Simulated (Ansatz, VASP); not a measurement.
## Two plane-wave programs on Mo5W

```
Mo W
1.0
     3.00499    0.00000    0.00000
    -1.50250    2.60240    0.00000
     0.00000    0.00000   12.49350
Mo W
5 1
Direct
  0.33333 0.66667 0.83438
  0.00000 0.00000 0.00000
  0.66667 0.33333 0.16562
  0.33333 0.66667 0.33199
  0.66667 0.33333 0.66801
  0.00000 0.00000 0.50000
```

Alike in both runs: functional PBE; k mesh 12 × 12 × 4; occupations gaussian, width 0.1 eV; no spin polarisation.

Ansatz relaxed the structure, and its values are those at the end. VASP's run is a single point on that final structure, the one shown.

|  | VASP | Ansatz |
| --- | --- | --- |
| version | VASP 6.6.1 | Ansatz 0.2.0 |
| potentials or method | VASP PAW PBE potentials, release 64 (Mo_sv, W_sv), cutoff 520 eV | scalar-relativistic, plane waves, PAW |
| valence electrons in the cell | 84 | 84 |

|  | VASP | Ansatz | Ansatz less VASP |
| --- | --- | --- | --- |
| gap on the k mesh at the Fermi level (eV) | none | none | - |
| pressure (GPa) | 0.5 | 0.0 | -0.46 |
| rms of the force components (eV/Å) | 0.004 | 0.002 | -0.0023 |

A gap of «none» marks a metal or a gap that the smearing closes. With one functional, cell and mesh, what is left measures potentials, basis and numerics.

Neither program's run includes spin-orbit coupling.
